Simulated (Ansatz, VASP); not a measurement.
## Two plane-wave programs on ZnO

Contents of POSCAR:

```
ZnO
1.0
    0.0000000000      2.1337703831      2.1337703831
    2.1337703831      0.0000000000      2.1337703831
    2.1337703831      2.1337703831      0.0000000000
Zn O
1 1
Direct
    0.0000000000      0.0000000000      0.0000000000
    0.5000000000      0.5000000000      0.5000000000
```

INCAR.step1

```
SYSTEM = ZnO
PREC = Accurate
ENCUT = 520
ISMEAR = 1
SIGMA = 0.001
LREAL = .FALSE.
LASPH = .TRUE.
NELM = 100
NBANDS = 16
GGA = PE
ALGO = Normal
EDIFF = 1E-4
LWAVE = .TRUE.
LCHARG = .FALSE.
```

Contents of INCAR.step2:

```
SYSTEM = ZnO
PREC = Accurate
ENCUT = 520
EDIFF = 1E-6
ISMEAR = 1
SIGMA = 0.001
LREAL = .FALSE.
LASPH = .TRUE.
NELM = 100
ALGO = Normal
ISIF = 2
LWAVE = .FALSE.
LCHARG = .FALSE.
METAGGA = R2SCAN
LMIXTAU = .TRUE.
NBANDS = 16
ISTART = 1
```

Contents of KPOINTS:

```
Automatic mesh
0
G
  8 8 8
  0 0 0
```

Input for Ansatz:

```yaml
crystal:
  lattice:
    - [0.0, 2.1337703831, 2.1337703831]
    - [2.1337703831, 0.0, 2.1337703831]
    - [2.1337703831, 2.1337703831, 0.0]
  atoms:
    - { symbol: Zn, position: [0.0, 0.0, 0.0] }
    - { symbol: O, position: [0.5, 0.5, 0.5] }
kpoints:
  mp_grid: { grid: [8, 8, 8] }
hamiltonian:
  xc: r2scan
scf:
  occupations: { method: cold, width: 0.001 }
  n_extra_bands: 4
output:
  forces: true
  stress: true
  eigenvalues: true
```

Alike in both runs: task single point; functional r2SCAN; k mesh 8 × 8 × 8; no spin polarisation.

|  | VASP | Ansatz |
| --- | --- | --- |
| version | VASP 6.6.1 | Ansatz 0.2.0 |
| potentials or method | VASP PAW PBE potentials, release 64 (Zn, O) | plane waves |
| plane-wave cutoff (eV) | 520 | 500 |
| occupations | methfessel-paxton of order 1, width 0.001 eV | cold, width 0.001 eV |
| valence electrons in the cell | 18 | 18 |

Ansatz gave:

* gap on the k mesh at the Fermi level (eV): 1.57
* pressure (GPa): 0.0

Which values does VASP return?

gap on the k mesh at the Fermi level (eV): 1.55; pressure (GPa): 1.5.

VASP's potentials were made for PBE, not for r2SCAN.
